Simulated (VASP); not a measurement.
# BN (CsCl type) (Pm-3m) in VASP: a series of runs, part 2 of 2

VASP 6.6.1. Earlier steps stand in the parts before.

## (3) Single point, PBE (volume scaled by 0.88)

File INCAR:

```
  ALGO = Normal
  EDIFF = 1E-7
  ENCUT = 520
  GGA = PE
  ISIF = 2
  ISMEAR = -1
  LASPH = T
  LCHARG = T
  LELF = T
  LREAL = F
  LVHAR = T
  LWAVE = F
  NBANDS = 11
  NELM = 80
  PREC = Accurate
  SIGMA = 0.05
```

File KPOINTS:

```
k-points
0
Gamma
  14 14 14
```

File POSCAR:

```
BN
1.0
    2.2235671063      0.0000000000      0.0000000000
    0.0000000000      2.2235671063      0.0000000000
    0.0000000000      0.0000000000      2.2235671063
B N
1 1
Direct
    0.0000000000      0.0000000000      0.0000000000
    0.5000000000      0.5000000000      0.5000000000
```

Potentials or basis: VASP PAW PBE potentials, release 64 (B, N).

On the command line:

```console
cat potpaw_PBE.64/B/POTCAR potpaw_PBE.64/N/POTCAR > POTCAR
mpirun -np 1 vasp_std > vasp.out
```

OUTCAR:

```text
EDIFF = 1E-7
   ENCUT = 520
   GGA = PE
   ISIF = 2
   ISMEAR = -1
   LASPH = T
   LREAL = F
   NELM = 80
   PREC = Accurate

 ion  position               nearest neighbor table
   1  0.000  0.000  0.000-   2 1.93   2 1.93   2 1.93   2 1.93   2 1.93   2 1.93   2 1.93   2 1.93

   2  0.500  0.500  0.500-   1 1.93   1 1.93   1 1.93   1 1.93   1 1.93   1 1.93   1 1.93   1 1.93

  LATTYP: Found a simple cubic cell.
 ALAT       =     2.2235671063

  Lattice vectors:

 A1 = (   2.2235671063,   0.0000000000,   0.0000000000)
 A2 = (   0.0000000000,   2.2235671063,   0.0000000000)
 A3 = (   0.0000000000,   0.0000000000,   2.2235671063)

Analysis of symmetry for initial positions (statically):
=====================================================================
 Subroutine PRICEL returns:
 Original cell was already a primitive cell.

 Routine SETGRP: Setting up the symmetry group for a
 simple cubic supercell.

 Subroutine GETGRP returns: Found 48 space group operations
 (whereof 48 operations were pure point group operations)
[... 172 lines left out ...]
  band No.  band energies     occupation
      1     -12.0283      2.00000
      2       8.4311      2.00000
      3       8.4311      2.00000
      4       8.4311      2.00000
      5      14.0282      0.00000
      6      23.1100      0.00000
      7      23.1100      0.00000
      8      23.2604      0.00000
      9      23.2604      0.00000
     10      23.2604      0.00000
     11      47.9558      0.00000
[... 309 lines left out ...]
 k-point    24 :       0.3571    0.2143    0.0000
  band No.  band energies     occupation
      1      -8.1598      2.00000
      2       0.0681      2.00000
      3       5.7892      2.00000
      4      11.2535      0.00061
      5      14.5224      0.00000
      6      18.0188      0.00000
      7      19.8819      0.00000
      8      20.9232      0.00000
      9      31.5061      0.00000
     10      36.7073      0.00000
     11      39.4999      0.00000

 [... further k-points ...]

------------------------ aborting loop because EDIFF is reached ----------------------------------------

  FORCE on cell =-STRESS in cart. coord.  units (eV):
  Direction    XX          YY          ZZ          XY          YZ          ZX
  --------------------------------------------------------------------------------------
  -------------------------------------------------------------------------------------
  Total        2.7628804      2.7628804      2.7628804      0.0000000      0.0000000      0.0000000
  in kB      402.6446650    402.6446650    402.6446650      0.0000000      0.0000000      0.0000000
  external PRESSURE =     402.6446650 kB  Pullay stress =       0.0000000 kB

 VOLUME and BASIS-vectors are now :
 -----------------------------------------------------------------------------
  energy-cutoff  :      520.00
  volume of cell :       10.99
      direct lattice vectors                 reciprocal lattice vectors
     2.223567106  0.000000000  0.000000000     0.449727826  0.000000000  0.000000000
     0.000000000  2.223567106  0.000000000     0.000000000  0.449727826  0.000000000
     0.000000000  0.000000000  2.223567106     0.000000000  0.000000000  0.449727826

 POSITION                                       TOTAL-FORCE (eV/Angst)
 -----------------------------------------------------------------------------------
      0.00000      0.00000      0.00000         0.000000      0.000000      0.000000
      1.11178      1.11178      1.11178         0.000000      0.000000      0.000000
 -----------------------------------------------------------------------------------
    total drift:                                0.000000     -0.000000      0.000000

  FREE ENERGIE OF THE ION-ELECTRON SYSTEM (eV)
  ---------------------------------------------------
  free  energy   TOTEN  =        -9.8436245250 eV

  energy  without entropy=       -9.8374235074  energy(sigma->0) =       -9.84052402
```

OSZICAR:

```text
N       E                     dE             d eps       ncg     rms          rms(c)
DAV:   1     0.135184665709E+02    0.13518E+02   -0.49254E+03  2712   0.726E+02
DAV:   2    -0.982213851184E+01   -0.23341E+02   -0.21989E+02  3273   0.145E+02
DAV:   3    -0.103166794470E+02   -0.49454E+00   -0.49281E+00  3192   0.179E+01
DAV:   4    -0.103170792231E+02   -0.39978E-03   -0.39976E-03  2877   0.572E-01
DAV:   5    -0.103170793809E+02   -0.15779E-06   -0.15663E-06  3096   0.122E-02    0.515E+00
DAV:   6    -0.987353506500E+01    0.44354E+00   -0.36353E+00  2826   0.882E+00    0.216E+00
DAV:   7    -0.984276730142E+01    0.30768E-01   -0.18161E-01  2880   0.260E+00    0.124E+00
DAV:   8    -0.984378444597E+01   -0.10171E-02   -0.54356E-03  2901   0.697E-01    0.296E-01
DAV:   9    -0.984362390103E+01    0.16054E-03   -0.37447E-04  3057   0.120E-01    0.663E-02
DAV:  10    -0.984362461629E+01   -0.71527E-06   -0.19819E-05  2979   0.377E-02    0.242E-03
DAV:  11    -0.984362452502E+01    0.91270E-07   -0.47097E-07  3075   0.360E-03
   1 F= -.98436245E+01 E0= -.98405240E+01  d E =-.620102E-02
```

stdout:

```text
POSCAR found type information on POSCAR B N
 POSCAR found :  2 types and       2 ions
 scaLAPACK will be used
 LDA part: xc-table for (Slater+PW92), standard interpolation
 POSCAR, INCAR and KPOINTS ok, starting setup
 FFT: planning ... GRIDC
 FFT: planning ... GRID_SOFT
 FFT: planning ... GRID
 WAVECAR not read
 entering main loop
```

Wall time 12 s (1 thread of AMD EPYC 7R43 (Zen 3), shared host); peak memory 0.08 GiB.

Results:

```
Free energy            : -9.8436 eV
Pressure               : 40.3 GPa
Band gap on the k mesh : zero (band 4 reaches 11.90 eV, above the bottom of band 5 at 8.28 eV)
```

Levels at points of the mesh, in eV from the Fermi level:
```
           k point  band 1  band 2  band 3  band 4  band 5  band 6  band 7  band 8
(0.00, 0.00, 0.00)  -22.88   -2.42   -2.42   -2.42    3.18   12.26   12.26   12.41
(0.50, 0.00, 0.00)  -18.67  -14.04    0.60    0.60    5.31    7.50    7.50    8.69
(0.50, 0.50, 0.00)  -14.04  -10.72  -10.72   -3.63    1.87    9.48    9.48    9.99
(0.50, 0.50, 0.50)  -10.79   -5.67   -5.67   -5.67   -1.90   -1.90   -1.90    4.39
```

## (4) Single point, PBE (volume scaled by 0.94)

File INCAR:

```
PREC     = Accurate       # precision mode
ENCUT    = 520            # plane-wave cutoff, eV
EDIFF    = 1E-7           # SCF threshold, eV
ISMEAR   = -1             # smearing method
SIGMA    = 0.05           # smearing width, eV
LREAL    = False          # projectors in reciprocal space
LASPH    = True           # aspherical terms in the spheres
NELM     = 60             # most SCF steps
ALGO     = Normal         # electronic algorithm
ISIF     = 2              # what is computed and relaxed
LWAVE    = False          # write WAVECAR
LCHARG   = True           # write CHGCAR
GGA      = PE             # functional
LELF     = True           # ELF
LVHAR    = True         
NBANDS   = 11             # bands
```

File KPOINTS:

```
regular mesh
0
Gamma
  14 14 14
```

File POSCAR:

```
BN
1.0
    2.2729958072      0.0000000000      0.0000000000
    0.0000000000      2.2729958072      0.0000000000
    0.0000000000      0.0000000000      2.2729958072
B N
1 1
Direct
    0.0000000000      0.0000000000      0.0000000000
    0.5000000000      0.5000000000      0.5000000000
```

On the command line:

```console
cat potpaw_PBE.64/B/POTCAR potpaw_PBE.64/N/POTCAR > POTCAR
mpirun -np 1 vasp_std > vasp.out
```

Run time: 13 s. Hardware: 1 thread of AMD EPYC 7R43 (Zen 3), shared host; peak memory 0.09 GiB.

It converged, with:

* Free energy: -9.9763 eV
* Pressure: 17.0 GPa
* Band gap on the k mesh: zero (band 4 reaches 10.86 eV, above the bottom of band 5 at 7.43 eV)

Levels at points of the mesh, in eV from the Fermi level:
```csv
k point,band 1,band 2,band 3,band 4,band 5,band 6,band 7,band 8,band 9
"(0.00, 0.00, 0.00)",-21.93,-2.24,-2.24,-2.24,2.28,11.67,11.67,11.67,12.20
"(0.50, 0.00, 0.00)",-17.98,-13.30,0.56,0.56,4.72,7.19,7.19,7.92,19.08
"(0.50, 0.50, 0.00)",-13.81,-10.02,-10.02,-3.59,1.72,8.94,8.94,9.48,20.72
"(0.50, 0.50, 0.50)",-10.91,-5.25,-5.25,-5.25,-1.62,-1.62,-1.62,3.72,29.27
```
